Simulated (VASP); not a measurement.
A run of VASP 6.6.1 is set up as follows.

INCAR

```
SYSTEM = Mg
ALGO = Normal ; EDIFF = 1E-6
ENCUT = 520 ; GGA = PE
ISIF = 2 ; ISMEAR = 0
LASPH = .TRUE. ; LCHARG = .FALSE.
LREAL = .FALSE. ; LWAVE = .FALSE.
NBANDS = 9 ; NELM = 100
PREC = Accurate ; SIGMA = 0.15
```

File KPOINTS:

```
k-points
0
G
  12 12 7
  0 0 0
```

The input POSCAR:

```
Mg
1.0
    3.2092715325      0.0000000000      0.0000000000
   -1.6046357662      2.7793106748      0.0000000000
    0.0000000000      0.0000000000      5.2103300000
Mg
2
Direct
    0.3333333333      0.6666666667      0.2500000000
    0.7289861052      0.3333333333      0.7500000000
```

Potentials or basis: VASP PAW PBE potentials, release 64 (Mg).

Launch:

```sh
$ cat potpaw_PBE.64/Mg/POTCAR > POTCAR
$ mpirun -np 1 vasp_std > vasp.out
```

Predict the largest force.

0.136 eV/Å.

Estimate the band gap on the k mesh.

zero (band 2 reaches 3.59 eV, above the bottom of band 3 at 1.33 eV).

What does it give for the pressure?

-0.5 GPa.

Forces in eV/Å, atoms in the order of the input:
```
Mg   0.133  0.028  0.000
Mg  -0.133 -0.028  0.000
```
